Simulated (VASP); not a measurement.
Crystal: ZnCu.

```xyz
2
Lattice="2.9450 0.0000 0.0000 0.0000 2.9450 0.0000 0.0000 0.0000 2.9450" Properties=species:S:1:pos:R:3 pbc="T T T"
Zn    1.4725    1.4725    1.4725
Cu    0.0000    0.0000    0.0000
```

Base run:

| Item | Value |
| --- | --- |
| Program | VASP 6.6.1 |
| Functional | PBE |
| Potentials or basis | VASP PAW PBE potentials, release 64 (Zn, Cu) |
| Cutoff | 520 eV |
| k mesh | 14 × 14 × 14 |
| Occupations | gaussian, width 0.1 eV |
| Spin | no spin polarisation |

Its results: band gap on the k mesh zero (an odd number of electrons rules out a gap without spin polarisation); pressure 2.8 GPa.

Q: The run is repeated on the same cell with these changes: k mesh from 14 × 14 × 14 to 6 × 6 × 6; further incar settings from ALGO = Normal; EDIFF = 1e-07; NBANDS = 18 to ALGO = Normal; EDIFF = 1e-06; NBANDS = 18. What comes out?

A: Band gap on the k mesh zero (an odd number of electrons rules out a gap without spin polarisation); pressure 3.4 GPa.

Caveats: the cell stands under pressure (at least some runs).
